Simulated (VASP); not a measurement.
# Ta (P6_3/mmc) in VASP: notebook

The runs below take Ta through single point, relaxation of cell and atoms, with PBE.

Everything below comes from runs of VASP 6.6.1. Logs are shortened: lines on timing, memory, paths and dates and some standing lists are left out, and cuts for length are marked.

## (1) The cell of the first run

Symmetry: P6_3/mmc, No. 194, hexagonal system. The conventional cell has a = 2.901 Å, b = 2.901 Å, c = 5.138 Å, α = 90.00°, β = 90.00°, γ = 120.00°. Ta (site symmetry -6m2) has 12 Ta at 2.90 to 3.07 Å within 3.8 Å.

This isn't the form of Ta at room conditions, which is bcc.

## (2) Single point, PBE

INCAR reads:

```
SYSTEM = Ta
  PREC = Accurate
  ENCUT = 520
  EDIFF = 1E-6
  ISMEAR = 0
  SIGMA = 0.05
  LREAL = .FALSE.
  LASPH = .TRUE.
  NELM = 100
  ALGO = Normal
  ISIF = 2
  LWAVE = .FALSE.
  LCHARG = .FALSE.
  GGA = PE
  NBANDS = 18
```

KPOINTS reads:

```
regular mesh
0
G
  8 8 4
  0 0 0
```

POSCAR reads:

```
Ta
1.0
    2.9010940901      0.0000000000      0.0000000000
   -1.4505470450      2.5124211808      0.0000000000
    0.0000000000      0.0000000000      5.1379926067
Ta
2
Direct
    0.3333333333      0.6666666667      0.7500000000
    0.6666666667      0.3333333333      0.2500000000
```

Potentials or basis: VASP PAW PBE potentials, release 64 (Ta_pv).

Command:

```
> cat potpaw_PBE.64/Ta_pv/POTCAR > POTCAR
> mpirun -np 1 vasp_std > vasp.out
```

OUTCAR:

```text
SYSTEM = Ta
   PREC = Accurate
   ENCUT = 520
   EDIFF = 1E-6
   ISMEAR = 0
   LREAL = .FALSE.
   LASPH = .TRUE.
   NELM = 100
   ISIF = 2
   GGA = PE

 ion  position               nearest neighbor table
   1  0.333  0.667  0.750-   2 3.07   2 3.07   2 3.07   2 3.07   2 3.07   2 3.07
   2  0.667  0.333  0.250-   1 3.07   1 3.07   1 3.07   1 3.07   1 3.07   1 3.07

  LATTYP: Found a hexagonal cell.
 ALAT       =     2.9010940901
 C/A-ratio  =     1.7710534189

  Lattice vectors:

 A1 = (   2.9010940901,   0.0000000000,   0.0000000000)
 A2 = (  -1.4505470450,   2.5124211808,   0.0000000000)
 A3 = (   0.0000000000,   0.0000000000,   5.1379926067)

Analysis of symmetry for initial positions (statically):
=====================================================================
 Subroutine PRICEL returns:
 Original cell was already a primitive cell.

 Routine SETGRP: Setting up the symmetry group for a
 hexagonal supercell.

 Subroutine GETGRP returns: Found 24 space group operations
 (whereof 12 operations were pure point group operations)
 out of a pool of 24 trial point group operations.

The static configuration has the point symmetry D_3d.
 The point group associated with its full space group is D_6h.

Analysis of symmetry for dynamics (positions and initial velocities):
=====================================================================
 Subroutine PRICEL returns:
 Original cell was already a primitive cell.

 Routine SETGRP: Setting up the symmetry group for a
 hexagonal supercell.

 Subroutine GETGRP returns: Found 24 space group operations
 (whereof 12 operations were pure point group operations)
 out of a pool of 24 trial point group operations.

The dynamic configuration has the point symmetry D_3d.
 The point group associated with its full space group is D_6h.

 Subroutine INISYM returns: Found 24 space group operations
 (whereof 12 operations are pure point group operations),
 and found     1 'primitive' translations

----------------------------------------------------------------------------------------

                                     Primitive cell

  volume of cell :      37.4496

  direct lattice vectors                    reciprocal lattice vectors
     2.901094090  0.000000000  0.000000000     0.344697541  0.199011218  0.000000000
    -1.450547045  2.512421181  0.000000000     0.000000000  0.398022437  0.000000000
     0.000000000  0.000000000  5.137992607     0.000000000  0.000000000  0.194628540

  length of vectors
     2.901094090  2.901094090  5.137992607     0.398022437  0.398022437  0.194628540

  position of ions in fractional coordinates (direct lattice)
     0.333333333  0.666666667  0.750000000
     0.666666667  0.333333333  0.250000000

  ion indices of the primitive-cell ions
   primitive index   ion index
                 1           1
                 2           2

----------------------------------------------------------------------------------------

 KPOINTS: regular mesh

Automatic generation of k-mesh.
 Grid dimensions read from file:
 generate k-points for:    8    8    4

 Generating k-lattice:

  Cartesian coordinates                     Fractional coordinates (reciprocal lattice)
     0.043087193  0.024876402  0.000000000     0.125000000 -0.000000000  0.000000000
     0.000000000  0.049752805  0.000000000     0.000000000  0.125000000  0.000000000
     0.000000000  0.000000000  0.048657135     0.000000000  0.000000000  0.250000000

  Length of vectors
     0.049752805  0.049752805  0.048657135

  Shift w.r.t. Gamma in fractional coordinates (k-lattice)
     0.000000000  0.000000000  0.000000000

 Subroutine IBZKPT returns following result:
 ===========================================

 Found     30 irreducible k-points:

 Following reciprocal coordinates:
            Coordinates               Weight
  0.000000  0.000000  0.000000      1.000000
  0.125000 -0.000000  0.000000      6.000000
  0.250000 -0.000000  0.000000      6.000000
  0.375000  0.000000  0.000000      6.000000
  0.500000 -0.000000  0.000000      3.000000
  0.125000  0.125000  0.000000      6.000000
[... 16 lines left out ...]
  0.250000 -0.000000  0.500000      6.000000
  0.375000  0.000000  0.500000      6.000000
 [... further k-points ...]
   k-points           NKPTS =     30   k-points in BZ     NKDIM =     30   number of bands    NBANDS=     18
   number of dos      NEDOS =    301   number of ions     NIONS =      2
   total plane-waves  NPLWV =  23040
   dimension x,y,z NGX =    24 NGY =   24 NGZ =   40
   dimension x,y,z NGXF=    48 NGYF=   48 NGZF=   80
   ions per type =               2
   NGX,Y,Z   is equivalent  to a cutoff of  13.75, 13.75, 12.94 a.u.
   NGXF,Y,Z  is equivalent  to a cutoff of  27.51, 27.51, 25.88 a.u.
 SYSTEM =  Ta
   PREC   = accura    normal or accurate (medium, high low for compatibility)
   ISTART =      0    job   : 0-new  1-cont  2-samecut
   ICHARG =      2    charge: 1-file 2-atom 10-const
   ISPIN  =      1    spin polarized calculation?
   LNONCOLLINEAR =      F non collinear calculations
   LSORBIT =      F    spin-orbit coupling
   LASPH  =      T    aspherical Exc in radial PAW
   ENCUT  =  520.0 eV  38.22 Ry    6.18 a.u.   5.39  5.39  9.55*2*pi/ulx,y,z
   NELM   =    100;   NELMIN=  2; NELMDL= -5     # of ELM steps
   EDIFF  = 0.1E-05   stopping-criterion for ELM
   LREAL  =      F    real-space projection
   EDIFFG = 0.1E-04   stopping-criterion for IOM
   NSW    =      0    number of steps for IOM
   IBRION =     -1    ionic relax: 0-MD 1-quasi-New 2-CG
   NFREE  =      0    steps in history (QN), initial steepest desc. (CG)
   ISIF   =      2    stress and relaxation
   ISYM   =      2    0-nonsym 1-usesym 2-fastsym
   POTIM  = 0.5000    time-step for ionic-motion
   TEBEG  =    0.0;   TEEND  =   0.0 temperature during run
   PSTRESS=    0.0 pullay stress
   NELECT =      22.0000    total number of electrons
   NUPDOWN=      -1.0000    fix difference up-down
   EMIN   =  10.00;   EMAX   =-10.00  energy-range for DOS
   EFERMI =   0.00;   METHOD = LEGACY
   ISMEAR =     0;   SIGMA  =   0.05  broadening in eV -4-tet -1-fermi 0-gaus
   EFERMI_NEDOS =   21; number of points for ismear=-14 and -15
   IALGO  =     38    algorithm
   IMIX   =      4    mixing-type and parameters
     AMIX     =   0.40;   BMIX     =  1.00
     AMIX_MAG =   1.60;   BMIX_MAG =  1.00
  volume/ion in A,a.u.               =      18.72       126.36
  Fermi-wavevector in a.u.,A,eV,Ry     =   1.371092  2.590987 25.577487  1.879892
  Thomas-Fermi vector in A             =   2.496819
   LORBIT       =      0    0 simple, 1 ext, 2 COOP (PROOUT), +10 PAW based schemes
   GGA     = PE    functional components
   LHFCALC =     F    Hartree Fock is set to
   AEXX    =    0.0000 exact exchange contribution
   IVDW    =     0    specifies the selected vdW correction
   LEPSILON=     F    determine dielectric tensor
   LRPA    =     F    only Hartree local field effects (RPA)
 non-spin polarized calculation
 Gauss-broadening in eV      SIGMA  =   0.05
  energy-cutoff  :      520.00
  volume of cell :       37.45
 maximum number of plane-waves:      1039
 NGX is ok and might be reduce to    24
   NGX = 11   NGY = 11   NGZ = 19

 number of electron      22.0000003 magnetization

 Free energy of the ion-electron system (eV)
  ---------------------------------------------------
  ext. energy  EPLUGINS =         0.00000000
  ---------------------------------------------------
  free energy    TOTEN  =       -23.09466114 eV

  energy without entropy =      -23.09218392  energy(sigma->0) =      -23.09342253

 E-fermi :   5.5694     XC(G=0): -12.4088

 val. band max:        5.5628912964   @ k =   0.1250  -0.0000   0.2500
 cond. band min:       5.5916047316   @ k =   0.3750   0.0000   0.0000
 fundamental gap:      0.0287134352
 Fermi energy:         5.5693518718

 k-point     1 :       0.0000    0.0000    0.0000
  band No.  band energies     occupation
      1     -28.9517      2.00000
      2     -28.1156      2.00000
      3     -28.0313      2.00000
      4     -28.0313      2.00000
      5     -27.9456      2.00000
      6     -27.9456      2.00000
[... 10 lines left out ...]
     17      10.7482      0.00000
     18      10.7482      0.00000

 k-point     2 :       0.1250   -0.0000    0.0000
  band No.  band energies     occupation
      1     -28.9024      2.00000
      2     -28.1860      2.00000
      3     -28.1226      2.00000
      4     -28.1030      2.00000
      5     -28.0733      2.00000
      6     -27.9741      2.00000
[... 10 lines left out ...]
     17      10.9563      0.00000
     18      11.8592      0.00000

 k-point     3 :       0.2500   -0.0000    0.0000
  band No.  band energies     occupation
      1     -28.7720      2.00000
      2     -28.5524      2.00000
      3     -28.4628      2.00000
      4     -28.1706      2.00000
      5     -28.1499      2.00000
      6     -28.0452      2.00000
[... 10 lines left out ...]
     17      11.1667      0.00000
     18      13.7981      0.00000

 k-point     4 :       0.3750    0.0000    0.0000
  band No.  band energies     occupation
      1     -28.9067      2.00000
      2     -28.7995      2.00000
      3     -28.6113      2.00000
      4     -28.2638      2.00000
      5     -28.2063      2.00000
      6     -28.1176      2.00000
[... 10 lines left out ...]
     17      11.1998      0.00000
     18      13.4436      0.00000

 k-point     5 :       0.5000   -0.0000    0.0000
  band No.  band energies     occupation
      1     -29.0496      2.00000
      2     -28.9336      2.00000
      3     -28.5203      2.00000
      4     -28.3016      2.00000
      5     -28.2539      2.00000
      6     -28.1477      2.00000
[... 10 lines left out ...]
     17      12.5919      0.00000
     18      12.6606      0.00000

 k-point     6 :       0.1250    0.1250    0.0000
  band No.  band energies     occupation
      1     -28.8123      2.00000
      2     -28.4086      2.00000
      3     -28.3747      2.00000
      4     -28.1398      2.00000
      5     -28.1387      2.00000
      6     -28.0528      2.00000
[... 10 lines left out ...]
     17      10.8732      0.00000
     18      13.4752      0.00000

 k-point     7 :       0.2500    0.1250    0.0000
  band No.  band energies     occupation
      1     -28.7382      2.00000
      2     -28.6718      2.00000
      3     -28.6644      2.00000
      4     -28.2767      2.00000
      5     -28.1839      2.00000
      6     -28.1629      2.00000
[... 10 lines left out ...]
     17      10.7487      0.00000
     18      13.6860      0.00000

 k-point     8 :       0.3750    0.1250    0.0000
  band No.  band energies     occupation
      1     -28.9709      2.00000
      2     -28.8623      2.00000
      3     -28.5227      2.00000
      4     -28.3797      2.00000
      5     -28.2515      2.00000
      6     -28.2371      2.00000
[... 10 lines left out ...]
     17      12.9609      0.00000
     18      14.8122      0.00000
[... 229 lines left out ...]
     17      13.2958      0.00000
     18      13.8958      0.00000

 k-point    20 :       0.3750    0.2500    0.2500
  band No.  band energies     occupation
      1     -28.8847      2.00000
      2     -28.8166      2.00000
      3     -28.6253      2.00000
      4     -28.5191      2.00000
      5     -28.3429      2.00000
      6     -28.2714      2.00000
[... 10 lines left out ...]
     17      13.3511      0.00000
     18      13.5963      0.00000

 k-point    21 :       0.0000    0.0000    0.5000
  band No.  band energies     occupation
      1     -28.5470      2.00000
      2     -28.5470      2.00000
      3     -27.9886      2.00000
      4     -27.9886      2.00000
      5     -27.9886      2.00000
      6     -27.9886      2.00000
[... 10 lines left out ...]
     17      10.0218      0.00000
     18      10.0218      0.00000

 k-point    22 :       0.1250   -0.0000    0.5000
  band No.  band energies     occupation
      1     -28.5423      2.00000
      2     -28.5423      2.00000
      3     -28.1252      2.00000
      4     -28.1252      2.00000
      5     -28.0239      2.00000
      6     -28.0239      2.00000
[... 10 lines left out ...]
     17       9.9294      0.00000
     18       9.9294      0.00000

 k-point    23 :       0.2500   -0.0000    0.5000
  band No.  band energies     occupation
      1     -28.6411      2.00000
      2     -28.6411      2.00000
      3     -28.3311      2.00000
      4     -28.3311      2.00000
      5     -28.1083      2.00000
      6     -28.1083      2.00000
[... 10 lines left out ...]
     17       9.8891      0.00000
     18       9.8891      0.00000

 k-point    24 :       0.3750    0.0000    0.5000
  band No.  band energies     occupation
      1     -28.9230      2.00000
      2     -28.9230      2.00000
      3     -28.3364      2.00000
      4     -28.3364      2.00000
      5     -28.1913      2.00000
      6     -28.1913      2.00000
[... 10 lines left out ...]
     17      11.0650      0.00000
     18      11.0650      0.00000

 [... further k-points ...]

------------------------ aborting loop because EDIFF is reached ----------------------------------------

  FORCE on cell =-STRESS in cart. coord.  units (eV):
  Direction    XX          YY          ZZ          XY          YZ          ZX
  --------------------------------------------------------------------------------------
  -------------------------------------------------------------------------------------
  Total        0.0189625      0.0189625      0.0213428      0.0000000      0.0000000      0.0000000
  in kB        0.8112564      0.8112564      0.9130934      0.0000000      0.0000000      0.0000000
  external PRESSURE =       0.8452021 kB  Pullay stress =       0.0000000 kB

 VOLUME and BASIS-vectors are now :
 -----------------------------------------------------------------------------
  energy-cutoff  :      520.00
  volume of cell :       37.45
      direct lattice vectors                 reciprocal lattice vectors
     2.901094090  0.000000000  0.000000000     0.344697541  0.199011218  0.000000000
    -1.450547045  2.512421181  0.000000000     0.000000000  0.398022437  0.000000000
     0.000000000  0.000000000  5.137992607     0.000000000  0.000000000  0.194628540

 POSITION                                       TOTAL-FORCE (eV/Angst)
 -----------------------------------------------------------------------------------
     -0.00000      1.67495      3.85349        -0.000000      0.000000      0.000000
      1.45055      0.83747      1.28450         0.000000     -0.000000      0.000000
 -----------------------------------------------------------------------------------
    total drift:                               -0.000000      0.000000     -0.000000

  FREE ENERGIE OF THE ION-ELECTRON SYSTEM (eV)
  ---------------------------------------------------
  free  energy   TOTEN  =       -23.0946611401 eV

  energy  without entropy=      -23.0921839218  energy(sigma->0) =      -23.09342253
```

Wall time 6.8 s (1 thread of Intel Xeon 6975P-C (Granite Rapids), shared host); peak memory 0.16 GiB.

What came out:

```
Free energy            : -23.0947 eV
Pressure               : 0.1 GPa
Band gap on the k mesh : zero (bands 11 and 12 overlap by 2.16 eV)
```

Levels at points of the mesh, in eV from the Fermi level:
```tsv
k point	band 8	band 9	band 10	band 11	band 12	band 13	band 14	band 15
(0.00, 0.00, 0.00)	-4.87	-0.47	-0.03	0.62	0.62	1.20	1.20	2.98
(0.50, 0.00, 0.00)	-3.81	-3.29	-0.45	-0.30	0.56	0.86	5.62	6.43
(0.00, 0.00, 0.50)	-6.31	-1.11	-1.11	0.67	0.67	0.67	0.67	4.45
(0.50, 0.00, 0.50)	-4.29	-2.25	-2.25	1.51	1.51	2.62	2.62	5.61
```

Caveat: spin-orbit coupling is left out, which moves the levels of the heavy elements.

(Part 1 of 2 ends here.)
